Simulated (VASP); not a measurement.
Ga, 4 atoms in the cell. Symmetry: Cmce, No. 64, orthorhombic system. The conventional cell has a = 4.464 Å, b = 7.586 Å, c = 4.535 Å, α = 90.00°, β = 90.00°, γ = 90.00°. Within 3.3 Å of Ga (site symmetry m) lie 7 Ga at 2.49 to 2.76 Å. 

* Program: VASP 6.6.1
* Task: single point
* Functional: r2SCAN
* Potentials or basis: VASP PAW PBE potentials, release 64 (Ga_d)
* Cutoff: 520 eV
* k mesh: 8 × 8 × 7
* Occupations: fermi-dirac, width 0.3 eV
* Spin: no spin polarisation
* Dipole correction: no
* Further INCAR settings: ALGO = Normal; EDIFF = 1e-06; NBANDS = 34

Potentials or basis: VASP PAW PBE potentials, release 64 (Ga_d).

Command:

```sh
$ cat potpaw_PBE.64/Ga_d/POTCAR > POTCAR
$ cp INCAR.step1 INCAR
$ mpirun -np 1 vasp_std > vasp.out
$ cp INCAR.step2 INCAR
$ mpirun -np 1 vasp_std > vasp.out
```

Hardware: 1 thread of Oxide Virtual Turin-like Processor, on a shared host.

Task: How long does it take, and how much memory?

Result: It took 12 min on 1 thread of Oxide Virtual Turin-like Processor (shared host), peak memory 0.27 GiB. Counts: k points 84.
